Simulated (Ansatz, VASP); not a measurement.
# Two plane-wave programs on Zr3C2

```
Zr C
1.0
     4.72558   -3.51097    0.00000
     4.72558    3.51097    0.00000
     0.00000    0.00000    2.93015
Zr C
3 2
Cartesian
  8.1507 0.0000 1.4651
  1.3005 0.0000 1.4651
  4.7256 0.0000 0.0000
  2.3628 1.7555 1.4651
  2.3628 -1.7555 1.4651
```

Alike in both runs: functional PBE; k mesh 6 × 6 × 4; occupations gaussian, width 0.1 eV; no spin polarisation.

Ansatz relaxed the structure, and its values are those at the end. VASP's run is a single point on that final structure, the one shown.

```csv
,VASP,Ansatz
version,VASP 6.6.1,Ansatz 0.2.0
potentials or method,"VASP PAW PBE potentials, release 64 (Zr_sv, C), cutoff 520 eV","scalar-relativistic, plane waves, PAW"
valence electrons in the cell,44,44
```

|  | VASP | Ansatz | Ansatz less VASP |
| --- | --- | --- | --- |
| gap on the k mesh at the Fermi level (eV) | none | none | - |
| pressure (GPa) | 0.2 | 0.1 | -0.11 |
| rms of the force components (eV/Å) | 0.006 | 0.008 | +0.0020 |

A gap of «none» marks a metal or a gap that the smearing closes.

The k mesh is coarse, so the values compare programs but aren't converged.
